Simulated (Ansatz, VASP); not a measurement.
## One calculation of Li2Ru, two programs

```
CELL_PARAMETERS angstrom
2.66570 0.00000 0.00000
-1.33285 2.30856 0.00000
0.00000 0.00000 7.10561
ATOMIC_POSITIONS crystal
Li 0.66667 0.33333 0.68990
Li 0.33333 0.66667 0.31010
Ru 0.00000 0.00000 0.00000
```

Alike in both runs: functional PBE; k mesh 6 × 6 × 4; occupations gaussian, width 0.1 eV; no spin polarisation.

Ansatz relaxed the structure, and its values are those at the end. VASP's run is a single point on that final structure, the one shown.

|  | VASP | Ansatz |
| --- | --- | --- |
| version | VASP 6.6.1 | Ansatz 0.2.0 |
| potentials or method | VASP PAW PBE potentials, release 64 (Li_sv, Ru_pv), cutoff 520 eV | scalar-relativistic, plane waves, PAW |
| valence electrons in the cell | 20 | 22 |

|  | VASP | Ansatz | Ansatz less VASP |
| --- | --- | --- | --- |
| gap on the k mesh at the Fermi level (eV) | none | none | - |
| rms of the force components (eV/Å) | 0.009 | 0.007 | -0.0018 |

A gap of «none» marks a metal or a gap that the smearing closes. VASP's potentials hold 20 valence electrons a cell and Ansatz's 22, so a difference there can come from the potentials and not from the codes.

The k mesh is coarse, so the values compare programs but aren't converged. Noted on VASP's run: the cutoff is short for stress, so the pressure is rough.
